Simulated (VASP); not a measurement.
Input of a VASP 6.6.1 run:

INCAR

```
SYSTEM = Zn
PREC     = Accurate       ! precision mode
ENCUT    = 520            ! plane-wave cutoff, eV
EDIFF    = 1E-7           ! SCF threshold, eV
ISMEAR   = 0              ! smearing method
SIGMA    = 0.15           ! smearing width, eV
LREAL    = .FALSE.        ! projectors in reciprocal space
LASPH    = .TRUE.         ! aspherical terms in the spheres
NELM     = 80             ! most SCF steps
ALGO     = Fast           ! electronic algorithm
ISIF     = 2              ! what is computed and relaxed
LWAVE    = .FALSE.        ! write WAVECAR
LCHARG   = .FALSE.        ! write CHGCAR
GGA      = PS             ! functional
NBANDS   = 12             ! bands
```

KPOINTS

```
regular mesh
0
G
  22 22 22
  0 0 0
```

File POSCAR:

```
Zn
1.0
    0.0000000000      2.2054975174      1.5592867448
    2.2054975174      0.0000000000      1.5592867448
    2.2054975174      2.2054975174      0.0000000000
Zn
1
Direct
    0.0000000000      0.0000000000      0.0000000000
```

Potentials or basis: VASP PAW PBE potentials, release 64 (Zn).

Command:

```console
$ cat potpaw_PBE.64/Zn/POTCAR > POTCAR
$ mpirun -np 1 vasp_std > vasp.out
```

Problem. What does it give for the pressure?

Solution. -3.6 GPa.

Problem. What does it give for the band gap on the k mesh?

Solution. Zero (bands 6 and 7 overlap by 5.16 eV).

Caveat: the cell stands under tension; the PAW data sets were made with another functional, which shifts forces and pressure a little.
